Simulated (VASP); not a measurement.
# Zn2C (Fm-3m) in VASP: further runs

Aim: see how the results for Zn2C move with the level of theory and the settings. Levels: PBE, r2SCAN. Tasks: single point.

All numbers are computed with VASP 6.6.1; they aren't measurements. Logs are shortened: lines on timing, memory, paths and dates and some standing lists are left out, and cuts for length are marked.

### 1 The cell of the first run

Symmetry: Fm-3m, No. 225, cubic system. Conventional cell: a = 5.156 Å, b = 5.156 Å, c = 5.156 Å, α = 90.00°, β = 90.00°, γ = 90.00°. Within 3.0 Å of C (site symmetry m-3m) lie 8 Zn at 2.23 Å. Zn (site symmetry -43m) has 4 C at 2.23 Å and 6 Zn at 2.58 Å within 3.0 Å.

### 2 Single point, PBE

Contents of INCAR:

```
SYSTEM = Zn2C
  PREC = Accurate
  ENCUT = 520
  EDIFF = 1E-6
  ISMEAR = -1
  SIGMA = 0.02
  LREAL = .False.
  LASPH = .True.
  NELM = 100
  ALGO = Normal
  ISIF = 2
  LWAVE = .False.
  LCHARG = .True.
  GGA = PE
  LELF = .True.
  LVHAR = .True.
  NBANDS = 21
```

Contents of KPOINTS:

```
regular mesh
0
Gamma
  6 6 6
  0 0 0
```

Contents of POSCAR:

```
Zn2C
1.0
    0.0000000000      2.5779490272      2.5779490272
    2.5779490272      0.0000000000      2.5779490272
    2.5779490272      2.5779490272      0.0000000000
C Zn
1 2
Direct
    0.0000000000      0.0000000000      0.0000000000
    0.2500000000      0.2500000000      0.2500000000
    0.7500000000      0.7500000000      0.7500000000
```

Potentials or basis: VASP PAW PBE potentials, release 64 (C, Zn).

The run is started by

```sh
> cat potpaw_PBE.64/C/POTCAR potpaw_PBE.64/Zn/POTCAR > POTCAR
> mpirun -np 1 vasp_std > vasp.out
```

OUTCAR:

```text
SYSTEM = Zn2C
   PREC = Accurate
   ENCUT = 520
   EDIFF = 1E-6
   ISMEAR = -1
   LREAL = .False.
   LASPH = .True.
   NELM = 100
   ISIF = 2
   GGA = PE

 ion  position               nearest neighbor table
   1  0.000  0.000  0.000-   3 2.23   3 2.23   3 2.23   2 2.23   3 2.23   2 2.23   2 2.23   2 2.23

   2  0.250  0.250  0.250-   1 2.23   1 2.23   1 2.23   1 2.23   3 2.58   3 2.58   3 2.58   3 2.58
                             3 2.58   3 2.58
   3  0.750  0.750  0.750-   1 2.23   1 2.23   1 2.23   1 2.23   2 2.58   2 2.58   2 2.58   2 2.58
                             2 2.58   2 2.58

  LATTYP: Found a face centered cubic cell.
 ALAT       =     5.1558980544

  Lattice vectors:

 A1 = (   0.0000000000,   2.5779490272,   2.5779490272)
 A2 = (   2.5779490272,   0.0000000000,   2.5779490272)
 A3 = (   2.5779490272,   2.5779490272,   0.0000000000)

Analysis of symmetry for initial positions (statically):
=====================================================================
 Subroutine PRICEL returns:
 Original cell was already a primitive cell.

 Routine SETGRP: Setting up the symmetry group for a
 face centered cubic supercell.

 Subroutine GETGRP returns: Found 48 space group operations
 (whereof 48 operations were pure point group operations)
 out of a pool of 48 trial point group operations.

The static configuration has the point symmetry O_h .

Analysis of symmetry for dynamics (positions and initial velocities):
=====================================================================
 Subroutine PRICEL returns:
 Original cell was already a primitive cell.

 Routine SETGRP: Setting up the symmetry group for a
 face centered cubic supercell.

 Subroutine GETGRP returns: Found 48 space group operations
 (whereof 48 operations were pure point group operations)
 out of a pool of 48 trial point group operations.

The dynamic configuration has the point symmetry O_h .

 Subroutine INISYM returns: Found 48 space group operations
 (whereof 48 operations are pure point group operations),
 and found     1 'primitive' translations

----------------------------------------------------------------------------------------

                                     Primitive cell

  volume of cell :      34.2652

  direct lattice vectors                    reciprocal lattice vectors
     0.000000000  2.577949027  2.577949027    -0.193952632  0.193952632  0.193952632
     2.577949027  0.000000000  2.577949027     0.193952632 -0.193952632  0.193952632
     2.577949027  2.577949027  0.000000000     0.193952632  0.193952632 -0.193952632

  length of vectors
     3.645770477  3.645770477  3.645770477     0.335935814  0.335935814  0.335935814

  position of ions in fractional coordinates (direct lattice)
     0.000000000  0.000000000  0.000000000
     0.250000000  0.250000000  0.250000000
     0.750000000  0.750000000  0.750000000

  ion indices of the primitive-cell ions
   primitive index   ion index
                 1           1
                 2           2
                 3           3

----------------------------------------------------------------------------------------

 KPOINTS: regular mesh

Automatic generation of k-mesh.
 Grid dimensions read from file:
 generate k-points for:    6    6    6

 Generating k-lattice:

  Cartesian coordinates                     Fractional coordinates (reciprocal lattice)
    -0.032325439  0.032325439  0.032325439     0.166666667  0.000000000  0.000000000
     0.032325439 -0.032325439  0.032325439     0.000000000  0.166666667  0.000000000
     0.032325439  0.032325439 -0.032325439     0.000000000  0.000000000  0.166666667

  Length of vectors
     0.055989302  0.055989302  0.055989302

  Shift w.r.t. Gamma in fractional coordinates (k-lattice)
     0.000000000  0.000000000  0.000000000

 Subroutine IBZKPT returns following result:
 ===========================================

 Found     16 irreducible k-points:

 Following reciprocal coordinates:
            Coordinates               Weight
  0.000000  0.000000  0.000000      1.000000
  0.166667  0.000000  0.000000      8.000000
  0.333333  0.000000  0.000000      8.000000
  0.500000  0.000000  0.000000      4.000000
  0.166667  0.166667  0.000000      6.000000
  0.333333  0.166667  0.000000     24.000000
[... 8 lines left out ...]
 -0.333333  0.333333  0.166667     24.000000
 -0.333333  0.500000  0.166667     12.000000
   k-points           NKPTS =     16   k-points in BZ     NKDIM =     16   number of bands    NBANDS=     21
   number of dos      NEDOS =    301   number of ions     NIONS =      3
   total plane-waves  NPLWV =  21952
   dimension x,y,z NGX =    28 NGY =   28 NGZ =   28
   dimension x,y,z NGXF=    56 NGYF=   56 NGZF=   56
   ions per type =               1   2
   NGX,Y,Z   is equivalent  to a cutoff of  12.77, 12.77, 12.77 a.u.
   NGXF,Y,Z  is equivalent  to a cutoff of  25.54, 25.54, 25.54 a.u.
 SYSTEM =  Zn2C
   PREC   = accura    normal or accurate (medium, high low for compatibility)
   ISTART =      0    job   : 0-new  1-cont  2-samecut
   ICHARG =      2    charge: 1-file 2-atom 10-const
   ISPIN  =      1    spin polarized calculation?
   LNONCOLLINEAR =      F non collinear calculations
   LSORBIT =      F    spin-orbit coupling
   LASPH  =      T    aspherical Exc in radial PAW
   ENCUT  =  520.0 eV  38.22 Ry    6.18 a.u.   6.78  6.78  6.78*2*pi/ulx,y,z
   NELM   =    100;   NELMIN=  2; NELMDL= -5     # of ELM steps
   EDIFF  = 0.1E-05   stopping-criterion for ELM
   LREAL  =      F    real-space projection
   EDIFFG = 0.1E-04   stopping-criterion for IOM
   NSW    =      0    number of steps for IOM
   IBRION =     -1    ionic relax: 0-MD 1-quasi-New 2-CG
   NFREE  =      0    steps in history (QN), initial steepest desc. (CG)
   ISIF   =      2    stress and relaxation
   ISYM   =      2    0-nonsym 1-usesym 2-fastsym
   POTIM  = 0.5000    time-step for ionic-motion
   TEBEG  =    0.0;   TEEND  =   0.0 temperature during run
   PSTRESS=    0.0 pullay stress
   NELECT =      28.0000    total number of electrons
   NUPDOWN=      -1.0000    fix difference up-down
   EMIN   =  10.00;   EMAX   =-10.00  energy-range for DOS
   EFERMI =   0.00;   METHOD = LEGACY
   ISMEAR =    -1;   SIGMA  =   0.02  broadening in eV -4-tet -1-fermi 0-gaus
   EFERMI_NEDOS =   21; number of points for ismear=-14 and -15
   IALGO  =     38    algorithm
   IMIX   =      4    mixing-type and parameters
     AMIX     =   0.40;   BMIX     =  1.00
     AMIX_MAG =   1.60;   BMIX_MAG =  1.00
  volume/ion in A,a.u.               =      11.42        77.08
  Fermi-wavevector in a.u.,A,eV,Ry     =   1.530535  2.892291 31.872144  2.342537
  Thomas-Fermi vector in A             =   2.638004
   LORBIT       =      0    0 simple, 1 ext, 2 COOP (PROOUT), +10 PAW based schemes
   GGA     = PE    functional components
   LHFCALC =     F    Hartree Fock is set to
   AEXX    =    0.0000 exact exchange contribution
   IVDW    =     0    specifies the selected vdW correction
   LEPSILON=     F    determine dielectric tensor
   LRPA    =     F    only Hartree local field effects (RPA)
 non-spin polarized calculation
  energy-cutoff  :      520.00
  volume of cell :       34.27
 maximum number of plane-waves:       941
   NGX = 13   NGY = 13   NGZ = 13

 number of electron      27.9999984 magnetization

 Free energy of the ion-electron system (eV)
  ---------------------------------------------------
  ext. energy  EPLUGINS =         0.00000000
  ---------------------------------------------------
  free energy    TOTEN  =        -9.22674811 eV

  energy without entropy =       -9.22638916  energy(sigma->0) =       -9.22656864

 E-fermi :   4.7164     XC(G=0): -12.0739

 val. band max:        4.7023372663   @ k =   0.0000   0.0000   0.0000
 cond. band min:       5.5576624911   @ k =   0.5000   0.0000   0.0000
 fundamental gap:      0.8553252248
 Fermi energy:         4.7163553296

 k-point     1 :       0.0000    0.0000    0.0000
  band No.  band energies     occupation
      1      -9.3960      2.00000
      2      -4.0432      2.00000
      3      -4.0432      2.00000
      4      -4.0432      2.00000
      5      -3.8378      2.00000
      6      -3.8378      2.00000
[... 13 lines left out ...]
     20      15.7678      0.00000
     21      15.7679      0.00000

 k-point     2 :       0.1667    0.0000    0.0000
  band No.  band energies     occupation
      1      -9.0378      2.00000
      2      -4.0599      2.00000
      3      -3.9568      2.00000
      4      -3.9568      2.00000
      5      -3.7316      2.00000
      6      -3.7316      2.00000
[... 13 lines left out ...]
     20      14.5258      0.00000
     21      14.5258      0.00000

 k-point     3 :       0.3333    0.0000    0.0000
  band No.  band energies     occupation
      1      -8.1373      2.00000
      2      -4.0032      2.00000
      3      -3.7315      2.00000
      4      -3.7315      2.00000
      5      -3.4446      2.00000
      6      -3.4446      2.00000
[... 13 lines left out ...]
     20      14.9607      0.00000
     21      14.9607      0.00000

 k-point     4 :       0.5000    0.0000    0.0000
  band No.  band energies     occupation
      1      -7.5212      2.00000
      2      -3.7988      2.00000
      3      -3.5432      2.00000
      4      -3.5432      2.00000
      5      -3.1529      2.00000
      6      -3.1529      2.00000
[... 13 lines left out ...]
     20      16.5473      0.00000
     21      16.5473      0.00000

 k-point     5 :       0.1667    0.1667    0.0000
  band No.  band energies     occupation
      1      -8.9198      2.00000
      2      -4.2200      2.00000
      3      -3.8319      2.00000
      4      -3.8319      2.00000
      5      -3.7945      2.00000
      6      -3.6466      2.00000
[... 13 lines left out ...]
     20      16.8581      0.00000
     21      17.2455      0.00000
[... 190 lines left out ...]
     20      19.3296      0.00000
     21      20.0540      0.00000

 k-point    14 :       0.5000    0.3333    0.1667
  band No.  band energies     occupation
      1      -7.5069      2.00000
      2      -4.1965      2.00000
      3      -3.6100      2.00000
      4      -3.4212      2.00000
      5      -3.3106      2.00000
      6      -3.2252      2.00000
[... 13 lines left out ...]
     20      16.5879      0.00000
     21      19.4341      0.00000

 k-point    15 :      -0.3333    0.3333    0.1667
  band No.  band energies     occupation
      1      -7.1028      2.00000
      2      -3.8086      2.00000
      3      -3.7598      2.00000
      4      -3.4999      2.00000
      5      -3.2274      2.00000
      6      -3.2142      2.00000
[... 13 lines left out ...]
     20      15.2573      0.00000
     21      19.4052      0.00000

 k-point    16 :      -0.3333    0.5000    0.1667
  band No.  band energies     occupation
      1      -6.9413      2.00000
      2      -4.1540      2.00000
      3      -3.6468      2.00000
      4      -3.4924      2.00000
      5      -3.4621      2.00000
      6      -3.0682      2.00000
[... 13 lines left out ...]
     20      16.6549      0.00000
     21      20.4028      0.00000

------------------------ aborting loop because EDIFF is reached ----------------------------------------

  FORCE on cell =-STRESS in cart. coord.  units (eV):
  Direction    XX          YY          ZZ          XY          YZ          ZX
  --------------------------------------------------------------------------------------
  -------------------------------------------------------------------------------------
  Total        1.0263883      1.0263883      1.0263883      0.0000000      0.0000000      0.0000000
  in kB       47.9920495     47.9920495     47.9920495      0.0000000      0.0000000      0.0000000
  external PRESSURE =      47.9920495 kB  Pullay stress =       0.0000000 kB

 VOLUME and BASIS-vectors are now :
 -----------------------------------------------------------------------------
  energy-cutoff  :      520.00
  volume of cell :       34.27
      direct lattice vectors                 reciprocal lattice vectors
     0.000000000  2.577949027  2.577949027    -0.193952632  0.193952632  0.193952632
     2.577949027  0.000000000  2.577949027     0.193952632 -0.193952632  0.193952632
     2.577949027  2.577949027  0.000000000     0.193952632  0.193952632 -0.193952632

 POSITION                                       TOTAL-FORCE (eV/Angst)
 -----------------------------------------------------------------------------------
      0.00000      0.00000      0.00000         0.000000     -0.000000     -0.000000
      1.28897      1.28897      1.28897         0.000000      0.000000     -0.000000
      3.86692      3.86692      3.86692        -0.000000     -0.000000      0.000000
 -----------------------------------------------------------------------------------
    total drift:                                0.000000      0.000000      0.000000

  FREE ENERGIE OF THE ION-ELECTRON SYSTEM (eV)
  ---------------------------------------------------
  free  energy   TOTEN  =        -9.2267481122 eV

  energy  without entropy=       -9.2263891578  energy(sigma->0) =       -9.22656864
```

It took 42 s on 1 thread of AMD EPYC 7R13, shared host; peak memory 0.12 GiB.

What came out:

| Property | Result |
| --- | --- |
| Free energy | -9.2267 eV |
| Pressure | 4.8 GPa |
| Band gap on the k mesh | zero (filled and empty bands touch) |

### 3 Single point, r2SCAN

POSCAR is that of step 2.

Contents of INCAR.step1:

```
  PREC = Accurate
  ENCUT = 520
  ISMEAR = -1
  SIGMA = 0.02
  LREAL = F
  LASPH = T
  NELM = 60
  NBANDS = 21
  GGA = PE
  ALGO = Normal
  EDIFF = 1E-4
  LWAVE = T
  LCHARG = F
```

Contents of INCAR.step2:

```
  PREC = Accurate
  ENCUT = 520
  EDIFF = 1E-7
  ISMEAR = -1
  SIGMA = 0.02
  LREAL = F
  LASPH = T
  NELM = 60
  ALGO = Normal
  ISIF = 2
  LWAVE = F
  LCHARG = F
  METAGGA = R2SCAN
  LMIXTAU = T
  NBANDS = 21
  ISTART = 1
```

Contents of KPOINTS:

```
Automatic mesh
0
Gamma
  6 6 6
```

Potentials or basis: VASP PAW PBE potentials, release 64 (C, Zn).

The run is started by

```sh
> cat potpaw_PBE.64/C/POTCAR potpaw_PBE.64/Zn/POTCAR > POTCAR
> cp INCAR.step1 INCAR
> mpirun -np 1 vasp_std > vasp.out
> cp INCAR.step2 INCAR
> mpirun -np 1 vasp_std > vasp.out
```

Run time: 4.4 min. Hardware: 1 thread of AMD EPYC 7R13, shared host; peak memory 0.13 GiB.

Results (log left out):

```
Free energy            : -25.8117 eV
Pressure               : 0.5 GPa
Band gap on the k mesh : 0.12 eV, direct
```

Levels at points of the mesh, in eV from the valence-band top:
| k point | band 10 | band 11 | band 12 | band 13 | band 14 | band 15 | band 16 | band 17 | band 18 | band 19 |
| --- | --- | --- | --- | --- | --- | --- | --- | --- | --- | --- |
| (0.00, 0.00, 0.00) | -7.11 | -7.11 | 0.00 | 0.00 | 0.00 | 0.12 | 4.54 | 4.54 | 4.54 | 10.23 |
| (0.50, 0.00, 0.00) | -7.89 | -7.51 | -7.31 | -1.20 | -1.20 | 1.13 | 5.48 | 5.48 | 6.43 | 9.66 |
| (0.50, 0.50, 0.00) | -7.43 | -7.13 | -5.50 | -3.90 | -3.90 | 1.12 | 1.89 | 8.17 | 9.77 | 9.77 |

Caveat: the PAW data sets were made with another functional, which shifts forces and pressure a little.
